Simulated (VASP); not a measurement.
Input of a VASP 6.6.1 run:

File INCAR:

```
SYSTEM = SiC
ALGO = Normal
EDIFF = 1E-6
ENCUT = 520
GGA = PE
ISIF = 2
ISMEAR = 0
LASPH = .True.
LCHARG = .False.
LREAL = .False.
LWAVE = .False.
NBANDS = 11
NELM = 80
PREC = Accurate
SIGMA = 0.01
```

Contents of KPOINTS:

```
k-points
0
Gamma
  10 10 10
  0 0 0
```

The input POSCAR:

```
SiC
1.0
    0.0000000000      2.1898629692      2.1898629692
    2.1898629692      0.0000000000      2.1898629692
    2.1898629692      2.1898629692      0.0000000000
Si C
1 1
Direct
    0.7500000000      0.7500000000      0.7500000000
    0.0000000000      0.0000000000      0.0000000000
```

Potentials or basis: VASP PAW PBE potentials, release 64 (Si, C).

Launch:

```console
$ cat potpaw_PBE.64/Si/POTCAR potpaw_PBE.64/C/POTCAR > POTCAR
$ mpirun -np 1 vasp_std > vasp.out
```

(1) Predict the pressure.

(2) What does it give for the band gap on the k mesh?

Answers

(1) 0.0 GPa.

(2) 1.37 eV, indirect (least direct gap 4.53 eV).
